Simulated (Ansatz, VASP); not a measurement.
**V in VASP and in Ansatz**

```
CELL_PARAMETERS angstrom
-1.48237 1.48237 1.48237
1.48237 -1.48237 1.48237
1.48237 1.48237 -1.48237
ATOMIC_POSITIONS crystal
V 0.00000 0.00000 0.00000
```

Alike in both runs: task single point; functional LDA; k mesh 25 × 25 × 25; occupations fermi-dirac, width 0.05 eV; collinear spin.

```csv
,VASP,Ansatz
version,VASP 6.6.1,Ansatz 0.2.0
potentials or method,"VASP PAW LDA potentials, release 64 (V_sv), cutoff 520 eV","plane waves (420 eV) with PAW, scalar-relativistic"
valence electrons in the cell,13,13
```

|  | VASP | Ansatz | Ansatz less VASP |
| --- | --- | --- | --- |
| pressure (GPa) | -7.2 | -7.7 | -0.45 |
| net moment per atom (μB) | 0.00 | 0.00 | -0.001 |

Ansatz warns that its potentials were made for another functional, while VASP's fit it. LDA's correlation is that of Perdew and Zunger in VASP and of Perdew and Wang (1992) in Ansatz. Ansatz's warnings: seeded moment not kept.
